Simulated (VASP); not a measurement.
# Pd (Fm-3m) in VASP: single point with r2SCAN

Aim: the single point of Pd with r2SCAN.

All numbers are computed with VASP 6.6.1; they aren't measurements. Logs are shortened: lines on timing, memory, paths and dates and some standing lists are left out, and cuts for length are marked.

## 1. The cell of the first run

Symmetry: Fm-3m, No. 225, cubic system. The conventional cell has a = 3.890 Å, b = 3.890 Å, c = 3.890 Å, α = 90.00°, β = 90.00°, γ = 90.00°. Pd (site symmetry m-3m) has 12 Pd at 2.75 Å within 3.6 Å.

## 2. Single point, r2SCAN

Contents of POSCAR:

```
Pd
1.0
    0.0000000000      1.9449000000      1.9449000000
    1.9449000000      0.0000000000      1.9449000000
    1.9449000000      1.9449000000      0.0000000000
Pd
1
Direct
    0.0000000000      0.0000000000      0.0000000000
```

Contents of INCAR.step1:

```
SYSTEM = Pd
PREC     = Accurate       ! precision mode
ENCUT    = 520            ! plane-wave cutoff, eV
ISMEAR   = 0              ! smearing method
SIGMA    = 0.15           ! smearing width, eV
LREAL    = .False.        ! projectors in reciprocal space
LASPH    = .True.         ! aspherical terms in the spheres
NELM     = 60             ! most SCF steps
NBANDS   = 11             ! bands
GGA      = PE             ! functional
ALGO     = Normal         ! electronic algorithm
EDIFF    = 1E-4           ! SCF threshold, eV
LWAVE    = .True.         ! write WAVECAR
LCHARG   = .False.        ! write CHGCAR
```

Contents of INCAR.step2:

```
SYSTEM = Pd
PREC     = Accurate       ! precision mode
ENCUT    = 520            ! plane-wave cutoff, eV
EDIFF    = 1E-7           ! SCF threshold, eV
ISMEAR   = 0              ! smearing method
SIGMA    = 0.15           ! smearing width, eV
LREAL    = .False.        ! projectors in reciprocal space
LASPH    = .True.         ! aspherical terms in the spheres
NELM     = 60             ! most SCF steps
ALGO     = Normal         ! electronic algorithm
ISIF     = 2              ! what is computed and relaxed
LWAVE    = .False.        ! write WAVECAR
LCHARG   = .True.         ! write CHGCAR
METAGGA  = R2SCAN         ! meta-GGA
LMIXTAU  = .True.       
LELF     = .True.         ! ELF
LVHAR    = .True.       
NBANDS   = 11             ! bands
ISTART   = 1
```

Contents of KPOINTS:

```
Automatic mesh
0
Gamma
  20 20 20
  0 0 0
```

Potentials or basis: VASP PAW PBE potentials, release 64 (Pd).

Run with:

```sh
$ cat potpaw_PBE.64/Pd/POTCAR > POTCAR
$ cp INCAR.step1 INCAR
$ mpirun -np 1 vasp_std > vasp.out
$ cp INCAR.step2 INCAR
$ mpirun -np 1 vasp_std > vasp.out
```

OUTCAR:

```text
SYSTEM = Pd
   PREC = Accurate
   ENCUT = 520
   EDIFF = 1E-7
   ISMEAR = 0
   LREAL = .False.
   LASPH = .True.
   NELM = 60
   ISIF = 2
   METAGGA = R2SCAN
   ISTART = 1

 ion  position               nearest neighbor table
   1  0.000  0.000  0.000-

  LATTYP: Found a face centered cubic cell.
 ALAT       =     3.8898000000

  Lattice vectors:

 A1 = (   0.0000000000,   1.9449000000,   1.9449000000)
 A2 = (   1.9449000000,   0.0000000000,   1.9449000000)
 A3 = (   1.9449000000,   1.9449000000,   0.0000000000)

Analysis of symmetry for initial positions (statically):
=====================================================================
 Subroutine PRICEL returns:
 Original cell was already a primitive cell.

 Routine SETGRP: Setting up the symmetry group for a
 face centered cubic supercell.

 Subroutine GETGRP returns: Found 48 space group operations
 (whereof 48 operations were pure point group operations)
 out of a pool of 48 trial point group operations.

The static configuration has the point symmetry O_h .

Analysis of symmetry for dynamics (positions and initial velocities):
=====================================================================
 Subroutine PRICEL returns:
 Original cell was already a primitive cell.

 Routine SETGRP: Setting up the symmetry group for a
 face centered cubic supercell.

 Subroutine GETGRP returns: Found 48 space group operations
 (whereof 48 operations were pure point group operations)
 out of a pool of 48 trial point group operations.

The dynamic configuration has the point symmetry O_h .

 Subroutine INISYM returns: Found 48 space group operations
 (whereof 48 operations are pure point group operations),
 and found     1 'primitive' translations

----------------------------------------------------------------------------------------

                                     Primitive cell

  volume of cell :      14.7137

  direct lattice vectors                    reciprocal lattice vectors
     0.000000000  1.944900000  1.944900000    -0.257082626  0.257082626  0.257082626
     1.944900000  0.000000000  1.944900000     0.257082626 -0.257082626  0.257082626
     1.944900000  1.944900000  0.000000000     0.257082626  0.257082626 -0.257082626

  length of vectors
     2.750503957  2.750503957  2.750503957     0.445280171  0.445280171  0.445280171

  position of ions in fractional coordinates (direct lattice)
     0.000000000  0.000000000  0.000000000

  ion indices of the primitive-cell ions
   primitive index   ion index
                 1           1

----------------------------------------------------------------------------------------

 KPOINTS: Automatic mesh

Automatic generation of k-mesh.
 Grid dimensions read from file:
 generate k-points for:   20   20   20

 Generating k-lattice:

  Cartesian coordinates                     Fractional coordinates (reciprocal lattice)
    -0.012854131  0.012854131  0.012854131     0.050000000  0.000000000  0.000000000
     0.012854131 -0.012854131  0.012854131     0.000000000  0.050000000  0.000000000
     0.012854131  0.012854131 -0.012854131     0.000000000  0.000000000  0.050000000

  Length of vectors
     0.022264009  0.022264009  0.022264009

  Shift w.r.t. Gamma in fractional coordinates (k-lattice)
     0.000000000  0.000000000  0.000000000

 Subroutine IBZKPT returns following result:
 ===========================================

 Found    256 irreducible k-points:

 Following reciprocal coordinates:
            Coordinates               Weight
  0.000000  0.000000  0.000000      1.000000
  0.050000  0.000000  0.000000      8.000000
  0.100000  0.000000  0.000000      8.000000
  0.150000  0.000000  0.000000      8.000000
  0.200000  0.000000  0.000000      8.000000
  0.250000  0.000000  0.000000      8.000000
[... 16 lines left out ...]
 -0.400000  0.050000  0.000000     24.000000
 -0.350000  0.050000  0.000000     24.000000
 [... further k-points ...]
   k-points           NKPTS =    256   k-points in BZ     NKDIM =    256   number of bands    NBANDS=     11
   number of dos      NEDOS =    301   number of ions     NIONS =      1
   total plane-waves  NPLWV =   8000
   dimension x,y,z NGX =    20 NGY =   20 NGZ =   20
   dimension x,y,z NGXF=    40 NGYF=   40 NGZF=   40
   ions per type =               1
   NGX,Y,Z   is equivalent  to a cutoff of  12.09, 12.09, 12.09 a.u.
   NGXF,Y,Z  is equivalent  to a cutoff of  24.18, 24.18, 24.18 a.u.
 SYSTEM =  Pd
   PREC   = accura    normal or accurate (medium, high low for compatibility)
   ISTART =      1    job   : 0-new  1-cont  2-samecut
   ICHARG =      0    charge: 1-file 2-atom 10-const
   ISPIN  =      1    spin polarized calculation?
   LNONCOLLINEAR =      F non collinear calculations
   LSORBIT =      F    spin-orbit coupling
   LASPH  =      T    aspherical Exc in radial PAW
   ENCUT  =  520.0 eV  38.22 Ry    6.18 a.u.   5.11  5.11  5.11*2*pi/ulx,y,z
   NELM   =     60;   NELMIN=  2; NELMDL=  0     # of ELM steps
   EDIFF  = 0.1E-06   stopping-criterion for ELM
   LREAL  =      F    real-space projection
   EDIFFG = 0.1E-05   stopping-criterion for IOM
   NSW    =      0    number of steps for IOM
   IBRION =     -1    ionic relax: 0-MD 1-quasi-New 2-CG
   NFREE  =      0    steps in history (QN), initial steepest desc. (CG)
   ISIF   =      2    stress and relaxation
   ISYM   =      2    0-nonsym 1-usesym 2-fastsym
   POTIM  = 0.5000    time-step for ionic-motion
   TEBEG  =    0.0;   TEEND  =   0.0 temperature during run
   PSTRESS=    0.0 pullay stress
   NELECT =      10.0000    total number of electrons
   NUPDOWN=      -1.0000    fix difference up-down
   EMIN   =  10.00;   EMAX   =-10.00  energy-range for DOS
   EFERMI =   0.00;   METHOD = LEGACY
   ISMEAR =     0;   SIGMA  =   0.15  broadening in eV -4-tet -1-fermi 0-gaus
   EFERMI_NEDOS =   21; number of points for ismear=-14 and -15
   IALGO  =     38    algorithm
   IMIX   =      4    mixing-type and parameters
     AMIX     =   0.40;   BMIX     =  1.00
     AMIX_MAG =   1.60;   BMIX_MAG =  1.00
  volume/ion in A,a.u.               =      14.71        99.29
  Fermi-wavevector in a.u.,A,eV,Ry     =   1.439354  2.719984 28.187725  2.071739
  Thomas-Fermi vector in A             =   2.558219
   LORBIT       =      0    0 simple, 1 ext, 2 COOP (PROOUT), +10 PAW based schemes
   METAGGA = R2SCAN    functional components
   LHFCALC =     F    Hartree Fock is set to
   AEXX    =    0.0000 exact exchange contribution
   IVDW    =     0    specifies the selected vdW correction
   LEPSILON=     F    determine dielectric tensor
   LRPA    =     F    only Hartree local field effects (RPA)
 non-spin polarized calculation
 Gauss-broadening in eV      SIGMA  =   0.15
  energy-cutoff  :      520.00
  volume of cell :       14.71
 maximum number of plane-waves:       415
   NGX = 11   NGY = 11   NGZ = 11

 number of electron      10.0000000 magnetization

 Free energy of the ion-electron system (eV)
  ---------------------------------------------------
  ext. energy  EPLUGINS =         0.00000000
  ---------------------------------------------------
  free energy    TOTEN  =       -22.95416914 eV

  energy without entropy =      -22.92817411  energy(sigma->0) =      -22.94117163

 E-fermi :   9.6504     XC(G=0): -14.1529

 val. band max:        9.6489520270   @ k =   0.5000   0.1500   0.0000
 cond. band min:       9.6528499422   @ k =  -0.4500   0.3000   0.0500
 fundamental gap:      0.0038979151
 Fermi energy:         9.6503699442

 k-point     1 :       0.0000    0.0000    0.0000
  band No.  band energies     occupation
      1       2.4377      2.00000
      2       6.7182      2.00000
      3       6.7182      2.00000
      4       6.7182      2.00000
      5       8.3361      2.00000
      6       8.3361      2.00000
      7      27.6783      0.00000
      8      32.0821      0.00000
      9      32.6832      0.00000
     10      32.6832      0.00000
     11      32.6832      0.00000

 k-point     2 :       0.0500    0.0000    0.0000
  band No.  band energies     occupation
      1       2.5325      2.00000
      2       6.6844      2.00000
      3       6.7515      2.00000
      4       6.7515      2.00000
      5       8.3201      2.00000
      6       8.3201      2.00000
      7      27.7784      0.00000
      8      31.9493      0.00000
      9      32.1695      0.00000
     10      32.7901      0.00000
     11      32.7901      0.00000

 k-point     3 :       0.1000    0.0000    0.0000
  band No.  band energies     occupation
      1       2.8081      2.00000
      2       6.5972      2.00000
      3       6.8407      2.00000
      4       6.8407      2.00000
      5       8.2842      2.00000
      6       8.2842      2.00000
      7      28.0182      0.00000
      8      30.6277      0.00000
      9      32.1075      0.00000
     10      33.0967      0.00000
     11      33.0967      0.00000

 k-point     4 :       0.1500    0.0000    0.0000
  band No.  band energies     occupation
      1       3.2321      2.00000
      2       6.5034      2.00000
      3       6.9505      2.00000
      4       6.9505      2.00000
      5       8.2663      2.00000
      6       8.2663      2.00000
      7      28.0205      0.00000
      8      29.2862      0.00000
      9      32.1023      0.00000
     10      33.5559      0.00000
     11      33.5559      0.00000
[... 239 lines left out ...]
 k-point    22 :      -0.4500    0.0500    0.0000
  band No.  band energies     occupation
      1       4.2731      2.00000
      2       6.6097      2.00000
      3       6.7022      2.00000
      4       9.1716      1.99999
      5       9.5291      1.74706
      6      11.2466      0.00000
      7      17.6506      0.00000
      8      27.1695      0.00000
      9      31.2506      0.00000
     10      31.8869      0.00000
     11      32.1109      0.00000

 k-point    23 :      -0.4000    0.0500    0.0000
  band No.  band energies     occupation
      1       4.3202      2.00000
      2       6.6693      2.00000
      3       6.7457      2.00000
      4       8.9092      2.00000
      5       9.3214      1.99808
      6      10.5225      0.00000
      7      18.8422      0.00000
      8      27.3740      0.00000
      9      31.3800      0.00000
     10      32.1135      0.00000
     11      32.5702      0.00000

 k-point    24 :      -0.3500    0.0500    0.0000
  band No.  band energies     occupation
      1       4.3852      2.00000
      2       6.7624      2.00000
      3       6.8276      2.00000
      4       8.2980      2.00000
      5       9.0268      2.00000
      6       9.8031      0.14999
      7      20.5232      0.00000
      8      27.7345      0.00000
      9      31.7612      0.00000
     10      32.1344      0.00000
     11      33.5711      0.00000

 [... further k-points ...]
[... 5 lines left out ...]
  --------------------------------------------------------------------------------------
  -------------------------------------------------------------------------------------
  Total        0.3236678      0.3236678      0.3236678     -0.0000000     -0.0000000      0.0000000
  in kB       35.2442506     35.2442506     35.2442506     -0.0000000     -0.0000000      0.0000000
  external PRESSURE =      35.2442506 kB  Pullay stress =       0.0000000 kB

 VOLUME and BASIS-vectors are now :
 -----------------------------------------------------------------------------
  energy-cutoff  :      520.00
  volume of cell :       14.71
      direct lattice vectors                 reciprocal lattice vectors
     0.000000000  1.944900000  1.944900000    -0.257082626  0.257082626  0.257082626
     1.944900000  0.000000000  1.944900000     0.257082626 -0.257082626  0.257082626
     1.944900000  1.944900000  0.000000000     0.257082626  0.257082626 -0.257082626

 POSITION                                       TOTAL-FORCE (eV/Angst)
 -----------------------------------------------------------------------------------
      0.00000      0.00000      0.00000         0.000000      0.000000      0.000000
 -----------------------------------------------------------------------------------
    total drift:                               -0.000000     -0.000000     -0.000000

  FREE ENERGIE OF THE ION-ELECTRON SYSTEM (eV)
  ---------------------------------------------------
  free  energy   TOTEN  =       -22.9541691411 eV

  energy  without entropy=      -22.9281741095  energy(sigma->0) =      -22.94117163
```

It took 92 s on 1 thread of AMD EPYC 9R45 (Zen 5), shared host; peak memory 0.13 GiB.

Results:

* Free energy: -22.9542 eV
* Pressure: 3.5 GPa
* Band gap on the k mesh: zero (band 5 reaches 9.96 eV, above the bottom of band 6 at 8.27 eV)

Caveat: the PAW data sets were made with another functional, which shifts forces and pressure a little.
